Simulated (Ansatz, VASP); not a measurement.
# CdS: VASP beside Ansatz

The input INCAR:

```
SYSTEM = CdS
PREC     = Accurate       ! precision mode
ENCUT    = 520            ! plane-wave cutoff, eV
EDIFF    = 1E-7           ! SCF threshold, eV
ISMEAR   = -1             ! smearing method
SIGMA    = 0.02           ! smearing width, eV
LREAL    = .FALSE.        ! projectors in reciprocal space
LASPH    = .TRUE.         ! aspherical terms in the spheres
NELM     = 60             ! most SCF steps
ALGO     = Normal         ! electronic algorithm
ISIF     = 2              ! what is computed and relaxed
LWAVE    = .FALSE.        ! write WAVECAR
LCHARG   = .TRUE.         ! write CHGCAR
GGA      = PE             ! functional
LELF     = .TRUE.         ! ELF
LVHAR    = .TRUE.       
NBANDS   = 16             ! bands
```

Contents of KPOINTS:

```
Automatic mesh
0
G
  8 8 8
  0 0 0
```

The input POSCAR:

```
CdS
1.0
    0.0000000000      2.9392148426      2.9245187684
    2.9392148426      0.0000000000      2.9245187684
    2.9392148426      2.9392148426      0.0000000000
Cd S
1 1
Direct
    0.0000000000      0.0000000000      0.0000000000
    0.2500000000      0.2500000000      0.2500000000
```

Input for Ansatz:

```yaml
crystal:
  lattice:
    - [0.0, 2.9392148426, 2.9245187684]
    - [2.9392148426, 0.0, 2.9245187684]
    - [2.9392148426, 2.9392148426, 0.0]
  atoms:
    - { symbol: Cd, position: [0.0, 0.0, 0.0] }
    - { symbol: S, position: [0.25, 0.25, 0.25] }
kpoints:
  mp_grid: { grid: [8, 8, 8] }
  band_path:
    path:
      - [0.0, 0.0, 0.0]
      - [-0.5, -0.5, 0.0]
      - [-0.375, -0.375, 0.25]
      - [-0.375, 0.0, 0.375]
      - [0.0, 0.0, 0.5]
      - [-0.5, -0.25, 0.25]
    npoints: 1
hamiltonian:
  xc: pbe
scf:
  occupations: { method: fermi_dirac, width: 0.02 }
  n_extra_bands: 4
output:
  forces: true
  stress: true
  eigenvalues: true
```

Change from the starting cell: uniaxial_z strain -0.5%.

Alike in both runs: task single point; functional PBE; k mesh 8 × 8 × 8; occupations fermi-dirac, width 0.02 eV; no spin polarisation.

```csv
,VASP,Ansatz
version,VASP 6.6.1,Ansatz 0.2.0
potentials or method,"VASP PAW PBE potentials, release 64 (Cd, S)","plane waves, PAW"
plane-wave cutoff (eV),520,420
valence electrons in the cell,18,26
```

Ansatz gave:

| Property | Result |
| --- | --- |
| gap on the k mesh at the Fermi level (eV) | 1.10 |
| pressure (GPa) | 1.7 |
| traceless stress, the component that is largest in VASP (GPa) | 0.06 |

Task: Estimate VASP's values.

Result: gap on the k mesh at the Fermi level (eV): 1.10; pressure (GPa): 2.0; traceless stress, the component that is largest in VASP (GPa): 0.06.

The functional is the same, so the differences come from potentials, cutoffs and numerics. VASP's potentials hold 18 valence electrons a cell and Ansatz's 26, so a difference there can come from the potentials and not from the codes.
